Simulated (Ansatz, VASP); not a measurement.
## HfN in VASP and in Ansatz

INCAR

```
SYSTEM = HfN
PREC     = Accurate       ! precision mode
ENCUT    = 600            ! plane-wave cutoff, eV
EDIFF    = 1E-6           ! SCF threshold, eV
ISMEAR   = 0              ! smearing method
SIGMA    = 0.1            ! smearing width, eV
LREAL    = .False.        ! projectors in reciprocal space
LASPH    = .True.         ! aspherical terms in the spheres
NELM     = 100            ! most SCF steps
ALGO     = Normal         ! electronic algorithm
ISIF     = 3              ! what is computed and relaxed
LWAVE    = .False.        ! write WAVECAR
LCHARG   = .False.        ! write CHGCAR
GGA      = PE             ! functional
IBRION   = 2              ! ionic algorithm
NSW      = 90             ! ionic steps
EDIFFG   = -0.04          ! ionic threshold
```

The input KPOINTS:

```
Automatic mesh
0
Gamma
  6 6 4
  0 0 0
```

Contents of POSCAR:

```
HfN
1.0
    1.7890124000     -1.9353228100      0.0000000000
    1.7890124000      1.9353228100      0.0000000000
    0.0000000000      0.0000000000      4.6726923000
Hf N
1 1
Direct
    0.5000000000      0.5000000000      0.0000000000
    0.0000000000      0.0000000000      0.0000000000
```

Input for Ansatz:

```yaml
crystal:
  lattice:
    - [1.7890124, -1.93532281, 0.0]
    - [1.7890124, 1.93532281, 0.0]
    - [0.0, 0.0, 4.6726923]
  atoms:
    - { symbol: Hf, position: [0.5, 0.5, 0.0] }
    - { symbol: "N", position: [0.0, 0.0, 0.0] }
basis:
  ecutwfc: 420
kpoints:
  mp_grid: { grid: [6, 6, 4] }
hamiltonian:
  xc: pbe
scf:
  occupations: { method: gaussian, width: 0.1 }
  lower_state_search: "off"
output:
  forces: true
  stress: true
  eigenvalues: true
relax:
  adjacent_minimum: "off"
  f_tol: 0.04
  max_steps: 70
  cell: { stress_tol: 0.4 }
```

Alike in both runs: task relaxation of cell and atoms; functional PBE; k mesh 6 × 6 × 4; occupations gaussian, width 0.1 eV; no spin polarisation.

```csv
,VASP,Ansatz
version,VASP 6.6.1,Ansatz 0.2.0
potentials or method,"VASP PAW PBE potentials, release 64 (Hf_pv, N), cutoff 600 eV","scalar-relativistic, plane waves, PAW"
valence electrons in the cell,15,31
```

|  | VASP | Ansatz | Ansatz less VASP |
| --- | --- | --- | --- |
| gap on the k mesh at the Fermi level, each at its own relaxed structure (eV) | none | none | - |
| relaxed volume (Å³/atom) | 16.19 | 16.26 | +0.069 |
| relaxed length of the cell vector where the two differ most in proportion (Å) | 3.059 | 3.067 | +0.0080 |

A gap of «none» marks a metal or a gap that the smearing closes. VASP's potentials hold 15 valence electrons a cell and Ansatz's 31, so a difference there can come from the potentials and not from the codes.

The k mesh is coarse, so the values compare programs but aren't converged. Spin-orbit coupling is off throughout.
